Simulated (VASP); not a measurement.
# Zn in VASP: further runs, part 3 of 3

VASP 6.6.1.

**5. Single point, PBEsol**

This run uses another cell than the first one, of 15.21 Å³/atom, 0.980 times its volume.

File INCAR:

```
PREC = Accurate ; ENCUT = 520
EDIFF = 1E-7 ; ISMEAR = -1
SIGMA = 0.03 ; LREAL = F
LASPH = T ; NELM = 80
ALGO = Normal ; ISIF = 2
LWAVE = F ; LCHARG = F
GGA = PS ; NBANDS = 19
```

File KPOINTS:

```
Automatic mesh
0
Gamma
  16 16 8
```

File POSCAR:

```
Zn
1.0
    2.6647980532      0.0000000000      0.0000000000
   -1.3323990266      2.3077828100      0.0000000000
    0.0000000000      0.0000000000      4.9467000000
Zn
2
Direct
    0.3333333333      0.6666666667      0.2500000000
    0.6666666667      0.3333333333      0.7500000000
```

Potentials or basis: VASP PAW PBE potentials, release 64 (Zn).

Launch:

```bash
$ cat potpaw_PBE.64/Zn/POTCAR > POTCAR
$ mpirun -np 1 vasp_std > vasp.out
```

OUTCAR:

```text
PREC = Accurate
   ENCUT = 520
   EDIFF = 1E-7
   ISMEAR = -1
   LREAL = F
   LASPH = T
   NELM = 80
   ISIF = 2
   GGA = PS

 ion  position               nearest neighbor table
   1  0.333  0.667  0.250-   2 2.91   2 2.91   2 2.91   2 2.91   2 2.91   2 2.91
   2  0.667  0.333  0.750-   1 2.91   1 2.91   1 2.91   1 2.91   1 2.91   1 2.91

  LATTYP: Found a hexagonal cell.
 ALAT       =     2.6647980532
 C/A-ratio  =     1.8563132745

  Lattice vectors:

[... 716 lines left out ...]

------------------------ aborting loop because EDIFF is reached ----------------------------------------

  FORCE on cell =-STRESS in cart. coord.  units (eV):
  Direction    XX          YY          ZZ          XY          YZ          ZX
  --------------------------------------------------------------------------------------
  -------------------------------------------------------------------------------------
  Total       -1.0037663     -1.0037663     -0.9279768      0.0000000     -0.0000000      0.0000000
  in kB      -52.8650166    -52.8650166    -48.8734379      0.0000000     -0.0000000      0.0000000
  external PRESSURE =     -51.5344904 kB  Pullay stress =       0.0000000 kB

 VOLUME and BASIS-vectors are now :
 -----------------------------------------------------------------------------
  energy-cutoff  :      520.00
  volume of cell :       30.42
      direct lattice vectors                 reciprocal lattice vectors
     2.664798053  0.000000000  0.000000000     0.375262958  0.216658170  0.000000000
    -1.332399027  2.307782810  0.000000000     0.000000000  0.433316340  0.000000000
     0.000000000  0.000000000  4.946700000     0.000000000  0.000000000  0.202154972

 POSITION                                       TOTAL-FORCE (eV/Angst)
 -----------------------------------------------------------------------------------
     -0.00000      1.53852      1.23667         0.000000     -0.000000      0.000000
      1.33240      0.76926      3.71002        -0.000000      0.000000      0.000000
 -----------------------------------------------------------------------------------
    total drift:                               -0.000000      0.000000      0.000000

  FREE ENERGIE OF THE ION-ELECTRON SYSTEM (eV)
  ---------------------------------------------------
  free  energy   TOTEN  =        -3.1502670361 eV

  energy  without entropy=       -3.1498054125  energy(sigma->0) =       -3.15003622
```

OSZICAR:

```text
N       E                     dE             d eps       ncg     rms          rms(c)
DAV:   1     0.113745576747E+03    0.11375E+03   -0.12324E+04  5876   0.199E+03
DAV:   2     0.184285383566E+01   -0.11190E+03   -0.10783E+03  5733   0.297E+02
DAV:   3    -0.340945528728E+01   -0.52523E+01   -0.52320E+01  6432   0.706E+01
DAV:   4    -0.344065522905E+01   -0.31200E-01   -0.31192E-01  6302   0.560E+00
DAV:   5    -0.344069447717E+01   -0.39248E-04   -0.39248E-04  6228   0.181E-01    0.412E+00
DAV:   6    -0.316949859378E+01    0.27120E+00   -0.10919E+00  6338   0.221E+01    0.302E+00
DAV:   7    -0.315681111824E+01    0.12687E-01   -0.38295E-02  7286   0.334E+00    0.159E+00
DAV:   8    -0.315029738226E+01    0.65137E-02   -0.20462E-03  7803   0.644E-01    0.525E-02
DAV:   9    -0.315026269931E+01    0.34683E-04   -0.22875E-04  7782   0.201E-01    0.364E-02
DAV:  10    -0.315026745799E+01   -0.47587E-05   -0.20251E-05  5970   0.380E-02    0.299E-03
DAV:  11    -0.315026727866E+01    0.17933E-06   -0.55574E-07  6383   0.129E-02    0.200E-03
DAV:  12    -0.315026702980E+01    0.24885E-06   -0.14488E-08  3335   0.206E-03    0.230E-04
DAV:  13    -0.315026703613E+01   -0.63264E-08   -0.56159E-09  3123   0.761E-04
   1 F= -.31502670E+01 E0= -.31500362E+01  d E =-.461624E-03
```

Run time: 33 s. Hardware: 1 thread of AMD EPYC 9R45 (Zen 5), shared host; peak memory 0.16 GiB.

Results:

```
Free energy            : -3.1503 eV
Pressure               : -5.2 GPa
Band gap on the k mesh : zero (band 12 reaches 4.20 eV, above the bottom of band 13 at -0.10 eV)
```

Stress tensor (GPa, compression positive):
```
-5.29  0.00  0.00
 0.00 -5.29  0.00
 0.00  0.00 -4.89
```

Caveat: the PAW data sets were made with another functional, which shifts forces and pressure a little.

**6. Single point, PBE**

This run uses another cell than the first one, of 15.21 Å³/atom, 0.980 times its volume.

File INCAR:

```
PREC = Accurate
ENCUT = 520
EDIFF = 1E-6
ISMEAR = -1
SIGMA = 0.03
LREAL = F
LASPH = T
NELM = 100
ALGO = Normal
ISIF = 2
LWAVE = F
LCHARG = T
GGA = PE
LELF = T
LVHAR = T
NBANDS = 19
```

KPOINTS is that of step 5.

POSCAR is that of step 5.

Potentials or basis: VASP PAW PBE potentials, release 64 (Zn).

Launch:

```bash
$ cat potpaw_PBE.64/Zn/POTCAR > POTCAR
$ mpirun -np 1 vasp_std > vasp.out
```

OUTCAR:

```text
PREC = Accurate
   ENCUT = 520
   EDIFF = 1E-6
   ISMEAR = -1
   LREAL = F
   LASPH = T
   NELM = 100
   ISIF = 2
   GGA = PE

 ion  position               nearest neighbor table
   1  0.333  0.667  0.250-   2 2.91   2 2.91   2 2.91   2 2.91   2 2.91   2 2.91
   2  0.667  0.333  0.750-   1 2.91   1 2.91   1 2.91   1 2.91   1 2.91   1 2.91

  LATTYP: Found a hexagonal cell.
 ALAT       =     2.6647980532
 C/A-ratio  =     1.8563132745

  Lattice vectors:

[... 716 lines left out ...]

------------------------ aborting loop because EDIFF is reached ----------------------------------------

  FORCE on cell =-STRESS in cart. coord.  units (eV):
  Direction    XX          YY          ZZ          XY          YZ          ZX
  --------------------------------------------------------------------------------------
  -------------------------------------------------------------------------------------
  Total        0.0077359      0.0077359     -0.0935020     -0.0000000     -0.0000000      0.0000000
  in kB        0.4074246      0.4074246     -4.9244391     -0.0000000     -0.0000000      0.0000000
  external PRESSURE =      -1.3698633 kB  Pullay stress =       0.0000000 kB

 VOLUME and BASIS-vectors are now :
 -----------------------------------------------------------------------------
  energy-cutoff  :      520.00
  volume of cell :       30.42
      direct lattice vectors                 reciprocal lattice vectors
     2.664798053  0.000000000  0.000000000     0.375262958  0.216658170  0.000000000
    -1.332399027  2.307782810  0.000000000     0.000000000  0.433316340  0.000000000
     0.000000000  0.000000000  4.946700000     0.000000000  0.000000000  0.202154972

 POSITION                                       TOTAL-FORCE (eV/Angst)
 -----------------------------------------------------------------------------------
     -0.00000      1.53852      1.23667         0.000000      0.000000      0.000000
      1.33240      0.76926      3.71002        -0.000000     -0.000000      0.000000
 -----------------------------------------------------------------------------------
    total drift:                               -0.000000      0.000000      0.000000

  FREE ENERGIE OF THE ION-ELECTRON SYSTEM (eV)
  ---------------------------------------------------
  free  energy   TOTEN  =        -2.2263670479 eV

  energy  without entropy=       -2.2259047491  energy(sigma->0) =       -2.22613590
```

stdout:

```text
POSCAR found type information on POSCAR Zn
 POSCAR found :  1 types and       2 ions
 scaLAPACK will be used
 LDA part: xc-table for (Slater+PW92), standard interpolation
 POSCAR, INCAR and KPOINTS ok, starting setup
 FFT: planning ... GRIDC
 FFT: planning ... GRID_SOFT
 FFT: planning ... GRID
 WAVECAR not read
 entering main loop
```

It took 29 s on 1 thread of AMD EPYC 9R45 (Zen 5), shared host; peak memory 0.16 GiB.

What came out:

| Item | Value |
| --- | --- |
| Free energy | -2.2264 eV |
| Pressure | -0.1 GPa |
| Band gap on the k mesh | zero (band 12 reaches 4.38 eV, above the bottom of band 13 at 0.07 eV) |

Levels at points of the mesh, in eV from the Fermi level:
| k point | band 10 | band 11 | band 12 | band 13 | band 14 | band 15 |
| --- | --- | --- | --- | --- | --- | --- |
| (0.00, 0.00, 0.00) | -7.17 | -7.17 | -3.70 | -3.11 | 13.55 | 17.19 |
| (0.50, 0.00, 0.00) | -6.97 | -2.91 | -2.24 | 2.56 | 3.47 | 4.02 |
| (0.00, 0.00, 0.50) | -7.25 | -7.25 | -7.25 | 4.52 | 4.52 | 18.64 |
| (0.50, 0.00, 0.50) | -6.98 | -1.93 | -1.93 | 0.05 | 0.05 | 10.07 |

**7. Overview**

```csv
level,potentials or basis,cell,gap on the mesh (eV),pressure (GPa)
PBE,"VASP PAW PBE potentials, release 64 (Zn)","a = 2.691, b = 2.691, c = 4.947 Å, angles 90.0, 90.0, 120.0°, 2 atoms",none,-1.7
PBE,"VASP PAW PBE potentials, release 64 (Zn)","a = 2.665, b = 2.619, c = 4.947 Å, angles 90.0, 90.0, 118.3°, 2 atoms",none,0.2
LDA,"VASP PAW LDA potentials, release 64 (Zn)","a = 2.665, b = 2.665, c = 4.947 Å, angles 90.0, 90.0, 120.0°, 2 atoms",none,-8.6
PBEsol,"VASP PAW PBE potentials, release 64 (Zn)","a = 2.665, b = 2.665, c = 4.947 Å, angles 90.0, 90.0, 120.0°, 2 atoms",none,-5.2
PBE,"VASP PAW PBE potentials, release 64 (Zn)","a = 2.665, b = 2.665, c = 4.947 Å, angles 90.0, 90.0, 120.0°, 2 atoms",none,-0.1
```

Alike in all rows: task single point; no spin polarisation; k mesh 16 × 16 × 8; cutoff (eV) 520; smearing fermi-dirac 0.03 eV.

Caveats: the PAW data sets were made with another functional, which shifts forces and pressure a little (some runs).

Absolute energies hang on the potentials; compare differences alone.
